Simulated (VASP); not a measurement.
Write the native input for VASP 6.6.1 that does the following.

```yaml
Task: single point
Functional: RPBE
Dispersion: D3(BJ)
Potentials_or_basis: VASP PAW PBE potentials, release 64 (As, B)
Cutoff: 520 eV
k_mesh: 10 × 10 × 10
Occupations: methfessel-paxton, width 0.1 eV
Spin: collinear spin, ferromagnetic start
Starting_moments: "[0.5, 0.0] μB"
Dipole_correction: no
Further_INCAR_settings: ALGO = Normal; EDIFF = 1e-06; NBANDS = 15
```

The structure of BAs lies in POSCAR:

```
BAs
1.0
    0.0000000000      2.3885000000      2.3885000000
    2.3885000000      0.0000000000      2.3885000000
    2.3885000000      2.3885000000      0.0000000000
As B
1 1
Direct
    0.7500000000      0.7500000000      0.7500000000
    0.0000000000      0.0000000000      0.0000000000
```

One way to write it, as run:

INCAR

```
SYSTEM = BAs
ALGO = Normal ; EDIFF = 1E-6
ENCUT = 520 ; GGA = RP
ISIF = 2 ; ISMEAR = 1
ISPIN = 2 ; IVDW = 12
LASPH = .TRUE. ; LCHARG = .FALSE.
LORBIT = 11 ; LREAL = .FALSE.
LWAVE = .FALSE. ; MAGMOM = 0.5 0
NBANDS = 15 ; NELM = 150
PREC = Accurate ; SIGMA = 0.1
```

KPOINTS

```
k-points
0
G
  10 10 10
  0 0 0
```

Potentials or basis: VASP PAW PBE potentials, release 64 (As, B).

Command:

```console
$ cat potpaw_PBE.64/As/POTCAR potpaw_PBE.64/B/POTCAR > POTCAR
$ mpirun -np 1 vasp_std > vasp.out
```

Results of the run:

```json
{
  "Pressure": "-12.7 GPa",
  "Band gap on the k mesh": "1.21 eV, indirect (least direct gap 3.28 eV)",
  "Net moment": "0.00 μB per cell",
  "Valence electrons inside the program's atomic spheres": "As 2.92; B 1.85",
  "Dispersion energy per atom": "-1.230 eV"
}
```

Caveat: the PAW data sets were made with another functional, which shifts forces and pressure a little.

Wall time 27 s on 1 thread of Intel(R) Xeon(R) Platinum 8559C (Emerald Rapids), on a shared host, peak memory 0.19 GiB.
